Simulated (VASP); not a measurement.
# Yb (Fm-3m) in VASP: single point with r2SCAN

Aim: the single point of Yb with r2SCAN.

Everything below comes from runs of VASP 6.6.1. Logs are shortened: lines on timing, memory, paths and dates and some standing lists are left out, and cuts for length are marked.

**1. The cell of the first run**

It takes space group Fm-3m (No. 225, cubic). Conventional cell: a = 5.488 Å, b = 5.488 Å, c = 5.488 Å, α = 90.00°, β = 90.00°, γ = 90.00°. Within 5.1 Å of Yb (site symmetry m-3m) lie 12 Yb at 3.88 Å.

**2. Single point, r2SCAN**

File POSCAR:

```
Yb
1.0
    0.0000000000      2.7438770000      2.7438770000
    2.7438770000      0.0000000000      2.7438770000
    2.7438770000      2.7438770000      0.0000000000
Yb
1
Direct
    0.0000000000      0.0000000000      0.0000000000
```

File INCAR.step1:

```
  ALGO = Normal
  EDIFF = 1E-4
  ENCUT = 520
  GGA = PE
  ISMEAR = -1
  LASPH = T
  LCHARG = F
  LREAL = F
  LWAVE = T
  NBANDS = 18
  NELM = 80
  PREC = Accurate
  SIGMA = 0.0332
```

File INCAR.step2:

```
  ALGO = Normal
  EDIFF = 1E-7
  ENCUT = 520
  ISIF = 2
  ISMEAR = -1
  ISTART = 1
  LASPH = T
  LCHARG = T
  LELF = T
  LMIXTAU = T
  LREAL = F
  LVHAR = T
  LWAVE = F
  METAGGA = R2SCAN
  NBANDS = 18
  NELM = 80
  PREC = Accurate
  SIGMA = 0.0332
```

File KPOINTS:

```
k-points
0
Gamma
  7 7 7
```

Potentials or basis: VASP PAW PBE potentials, release 64 (Yb).

On the command line:

```bash
$ cat potpaw_PBE.64/Yb/POTCAR > POTCAR
$ cp INCAR.step1 INCAR
$ mpirun -np 1 vasp_std > vasp.out
$ cp INCAR.step2 INCAR
$ mpirun -np 1 vasp_std > vasp.out
```

OUTCAR:

```text
EDIFF = 1E-7
   ENCUT = 520
   ISIF = 2
   ISMEAR = -1
   ISTART = 1
   LASPH = T
   LREAL = F
   METAGGA = R2SCAN
   NELM = 80
   PREC = Accurate

 ion  position               nearest neighbor table
   1  0.000  0.000  0.000-

  LATTYP: Found a face centered cubic cell.
 ALAT       =     5.4877540000

  Lattice vectors:

 A1 = (   0.0000000000,   2.7438770000,   2.7438770000)
 A2 = (   2.7438770000,   0.0000000000,   2.7438770000)
 A3 = (   2.7438770000,   2.7438770000,   0.0000000000)

Analysis of symmetry for initial positions (statically):
=====================================================================
 Subroutine PRICEL returns:
 Original cell was already a primitive cell.

 Routine SETGRP: Setting up the symmetry group for a
 face centered cubic supercell.

 Subroutine GETGRP returns: Found 48 space group operations
 (whereof 48 operations were pure point group operations)
 out of a pool of 48 trial point group operations.

The static configuration has the point symmetry O_h .

Analysis of symmetry for dynamics (positions and initial velocities):
=====================================================================
 Subroutine PRICEL returns:
 Original cell was already a primitive cell.

 Routine SETGRP: Setting up the symmetry group for a
 face centered cubic supercell.

 Subroutine GETGRP returns: Found 48 space group operations
 (whereof 48 operations were pure point group operations)
 out of a pool of 48 trial point group operations.

The dynamic configuration has the point symmetry O_h .

 Subroutine INISYM returns: Found 48 space group operations
 (whereof 48 operations are pure point group operations),
 and found     1 'primitive' translations

----------------------------------------------------------------------------------------

                                     Primitive cell

  volume of cell :      41.3165

  direct lattice vectors                    reciprocal lattice vectors
     0.000000000  2.743877000  2.743877000    -0.182223912  0.182223912  0.182223912
     2.743877000  0.000000000  2.743877000     0.182223912 -0.182223912  0.182223912
     2.743877000  2.743877000  0.000000000     0.182223912  0.182223912 -0.182223912

  length of vectors
     3.880428067  3.880428067  3.880428067     0.315621073  0.315621073  0.315621073

  position of ions in fractional coordinates (direct lattice)
     0.000000000  0.000000000  0.000000000

  ion indices of the primitive-cell ions
   primitive index   ion index
                 1           1

----------------------------------------------------------------------------------------

 KPOINTS: k-points

Automatic generation of k-mesh.
 Grid dimensions read from file:
 generate k-points for:    7    7    7

 Generating k-lattice:

  Cartesian coordinates                     Fractional coordinates (reciprocal lattice)
    -0.026031987  0.026031987  0.026031987     0.142857143  0.000000000  0.000000000
     0.026031987 -0.026031987  0.026031987     0.000000000  0.142857143  0.000000000
     0.026031987  0.026031987 -0.026031987     0.000000000  0.000000000  0.142857143

  Length of vectors
     0.045088725  0.045088725  0.045088725

  Shift w.r.t. Gamma in fractional coordinates (k-lattice)
     0.000000000  0.000000000  0.000000000

 Subroutine IBZKPT returns following result:
 ===========================================

 Found     20 irreducible k-points:

 Following reciprocal coordinates:
            Coordinates               Weight
  0.000000  0.000000  0.000000      1.000000
  0.142857  0.000000  0.000000      8.000000
  0.285714  0.000000  0.000000      8.000000
  0.428571  0.000000  0.000000      8.000000
  0.142857  0.142857  0.000000      6.000000
  0.285714  0.142857  0.000000     24.000000
[... 12 lines left out ...]
 -0.428571  0.428571  0.142857     24.000000
 -0.285714  0.428571  0.142857     24.000000
   k-points           NKPTS =     20   k-points in BZ     NKDIM =     20   number of bands    NBANDS=     18
   number of dos      NEDOS =    301   number of ions     NIONS =      1
   total plane-waves  NPLWV =  27000
   dimension x,y,z NGX =    30 NGY =   30 NGZ =   30
   dimension x,y,z NGXF=    60 NGYF=   60 NGZF=   60
   ions per type =               1
   NGX,Y,Z   is equivalent  to a cutoff of  12.85, 12.85, 12.85 a.u.
   NGXF,Y,Z  is equivalent  to a cutoff of  25.71, 25.71, 25.71 a.u.
 SYSTEM =  unknown system
   PREC   = accura    normal or accurate (medium, high low for compatibility)
   ISTART =      1    job   : 0-new  1-cont  2-samecut
   ICHARG =      0    charge: 1-file 2-atom 10-const
   ISPIN  =      1    spin polarized calculation?
   LNONCOLLINEAR =      F non collinear calculations
   LSORBIT =      F    spin-orbit coupling
   LASPH  =      T    aspherical Exc in radial PAW
   ENCUT  =  520.0 eV  38.22 Ry    6.18 a.u.   7.22  7.22  7.22*2*pi/ulx,y,z
   NELM   =     80;   NELMIN=  2; NELMDL=  0     # of ELM steps
   EDIFF  = 0.1E-06   stopping-criterion for ELM
   LREAL  =      F    real-space projection
   EDIFFG = 0.1E-05   stopping-criterion for IOM
   NSW    =      0    number of steps for IOM
   IBRION =     -1    ionic relax: 0-MD 1-quasi-New 2-CG
   NFREE  =      0    steps in history (QN), initial steepest desc. (CG)
   ISIF   =      2    stress and relaxation
   ISYM   =      2    0-nonsym 1-usesym 2-fastsym
   POTIM  = 0.5000    time-step for ionic-motion
   TEBEG  =    0.0;   TEEND  =   0.0 temperature during run
   PSTRESS=    0.0 pullay stress
   NELECT =      24.0000    total number of electrons
   NUPDOWN=      -1.0000    fix difference up-down
   EMIN   =  10.00;   EMAX   =-10.00  energy-range for DOS
   EFERMI =   0.00;   METHOD = LEGACY
   ISMEAR =    -1;   SIGMA  =   0.03  broadening in eV -4-tet -1-fermi 0-gaus
   EFERMI_NEDOS =   21; number of points for ismear=-14 and -15
   IALGO  =     38    algorithm
   IMIX   =      4    mixing-type and parameters
     AMIX     =   0.40;   BMIX     =  1.00
     AMIX_MAG =   1.60;   BMIX_MAG =  1.00
  volume/ion in A,a.u.               =      41.32       278.82
  Fermi-wavevector in a.u.,A,eV,Ry     =   1.365958  2.581286 25.386303  1.865841
  Thomas-Fermi vector in A             =   2.492141
   LORBIT       =      0    0 simple, 1 ext, 2 COOP (PROOUT), +10 PAW based schemes
   METAGGA = R2SCAN    functional components
   LHFCALC =     F    Hartree Fock is set to
   AEXX    =    0.0000 exact exchange contribution
   IVDW    =     0    specifies the selected vdW correction
   LEPSILON=     F    determine dielectric tensor
   LRPA    =     F    only Hartree local field effects (RPA)
 non-spin polarized calculation
  energy-cutoff  :      520.00
  volume of cell :       41.32
 maximum number of plane-waves:      1139
 NGX is ok and might be reduce to    30
   NGX = 15   NGY = 15   NGZ = 15

 number of electron      23.9999992 magnetization

 Free energy of the ion-electron system (eV)
  ---------------------------------------------------
  ext. energy  EPLUGINS =         0.00000000
  ---------------------------------------------------
  free energy    TOTEN  =       -35.47123409 eV

  energy without entropy =      -35.46148461  energy(sigma->0) =      -35.46635935

 E-fermi :   1.0990     XC(G=0):  -9.5023

 val. band max:        0.9640889712   @ k =  -0.4286   0.2857   0.0000
 cond. band min:       1.1034756082   @ k =  -0.2857   0.4286   0.1429
 fundamental gap:      0.1393866370
 Fermi energy:         1.0990465662

 k-point     1 :       0.0000    0.0000    0.0000
  band No.  band energies     occupation
      1     -52.3416      2.00000
      2     -23.9791      2.00000
      3     -23.9789      2.00000
      4     -23.9789      2.00000
      5      -3.9621      2.00000
      6       0.7398      1.99996
[... 10 lines left out ...]
     17       6.0718      0.00000
     18      10.4137      0.00000

 k-point     2 :       0.1429    0.0000    0.0000
  band No.  band energies     occupation
      1     -52.3399      2.00000
      2     -24.0199      2.00000
      3     -23.9846      2.00000
      4     -23.9844      2.00000
      5      -3.5383      2.00000
      6       0.7446      1.99995
[... 10 lines left out ...]
     17       5.8742      0.00000
     18      11.1201      0.00000

 k-point     3 :       0.2857    0.0000    0.0000
  band No.  band energies     occupation
      1     -52.3361      2.00000
      2     -24.1105      2.00000
      3     -23.9970      2.00000
      4     -23.9968      2.00000
      5      -2.3817      2.00000
      6       0.7548      1.99994
[... 10 lines left out ...]
     17       6.2075      0.00000
     18       9.4809      0.00000

 k-point     4 :       0.4286    0.0000    0.0000
  band No.  band energies     occupation
      1     -52.3330      2.00000
      2     -24.1817      2.00000
      3     -24.0069      2.00000
      4     -24.0067      2.00000
      5      -0.9339      2.00000
      6       0.7390      1.99996
[... 10 lines left out ...]
     17       7.2051      0.00000
     18       8.3332      0.00000

 k-point     5 :       0.1429    0.1429    0.0000
  band No.  band energies     occupation
      1     -52.3394      2.00000
      2     -24.0188      2.00000
      3     -23.9937      2.00000
      4     -23.9936      2.00000
      5      -3.3980      2.00000
      6       0.7470      1.99995
[... 10 lines left out ...]
     17       6.2940      0.00000
     18      11.7476      0.00000

 k-point     6 :       0.2857    0.1429    0.0000
  band No.  band energies     occupation
      1     -52.3362      2.00000
      2     -24.0855      2.00000
      3     -24.0084      2.00000
      4     -24.0059      2.00000
      5      -2.4830      2.00000
      6       0.7591      1.99993
[... 223 lines left out ...]
 k-point    17 :       0.4286    0.2857    0.1429
  band No.  band energies     occupation
      1     -52.3334      2.00000
      2     -24.1232      2.00000
      3     -24.0466      2.00000
      4     -24.0149      2.00000
      5      -1.4198      2.00000
      6       0.7589      1.99993
[... 10 lines left out ...]
     17       7.4188      0.00000
     18       9.3637      0.00000

 k-point    18 :      -0.4286    0.2857    0.1429
  band No.  band energies     occupation
      1     -52.3311      2.00000
      2     -24.1509      2.00000
      3     -24.0727      2.00000
      4     -24.0286      2.00000
      5      -0.0041      2.00000
      6       0.7421      1.99996
[... 10 lines left out ...]
     17       7.4439      0.00000
     18       8.2879      0.00000

 k-point    19 :      -0.4286    0.4286    0.1429
  band No.  band energies     occupation
      1     -52.3301      2.00000
      2     -24.1534      2.00000
      3     -24.0757      2.00000
      4     -24.0514      2.00000
      5       0.2427      2.00000
      6       0.7502      1.99995
[... 10 lines left out ...]
     17       7.6259      0.00000
     18       8.2557      0.00000

 k-point    20 :      -0.2857    0.4286    0.1429
  band No.  band energies     occupation
      1     -52.3298      2.00000
      2     -24.1269      2.00000
      3     -24.1139      2.00000
      4     -24.0481      2.00000
      5       0.7022      1.99999
      6       0.7368      1.99996
[... 10 lines left out ...]
     17       7.2860      0.00000
     18       8.8713      0.00000

------------------------ aborting loop because EDIFF is reached ----------------------------------------

  FORCE on cell =-STRESS in cart. coord.  units (eV):
  Direction    XX          YY          ZZ          XY          YZ          ZX
  --------------------------------------------------------------------------------------
  -------------------------------------------------------------------------------------
  Total       -0.6980668     -0.6980668     -0.6980668      0.0000000      0.0000000      0.0000000
  in kB      -27.0697125    -27.0697125    -27.0697125      0.0000000      0.0000000      0.0000000
  external PRESSURE =     -27.0697125 kB  Pullay stress =       0.0000000 kB

 VOLUME and BASIS-vectors are now :
 -----------------------------------------------------------------------------
  energy-cutoff  :      520.00
  volume of cell :       41.32
      direct lattice vectors                 reciprocal lattice vectors
     0.000000000  2.743877000  2.743877000    -0.182223912  0.182223912  0.182223912
     2.743877000  0.000000000  2.743877000     0.182223912 -0.182223912  0.182223912
     2.743877000  2.743877000  0.000000000     0.182223912  0.182223912 -0.182223912

 POSITION                                       TOTAL-FORCE (eV/Angst)
 -----------------------------------------------------------------------------------
      0.00000      0.00000      0.00000        -0.000000     -0.000000     -0.000000
 -----------------------------------------------------------------------------------
    total drift:                               -0.000000     -0.000000      0.000000

  FREE ENERGIE OF THE ION-ELECTRON SYSTEM (eV)
  ---------------------------------------------------
  free  energy   TOTEN  =       -35.4712340895 eV

  energy  without entropy=      -35.4614846083  energy(sigma->0) =      -35.46635935
```

Run time: 3.2 min. Hardware: 1 thread of Intel Xeon Platinum 8124M at 3.00GHz (Skylake/Cascade Lake), shared host; peak memory 0.19 GiB.

What came out:

| Quantity | Value |
| --- | --- |
| Free energy | -35.4712 eV |
| Pressure | -2.7 GPa |

Caveat: the PAW data sets were made with another functional, which shifts forces and pressure a little; spin-orbit coupling is left out, which moves the levels of the heavy elements.
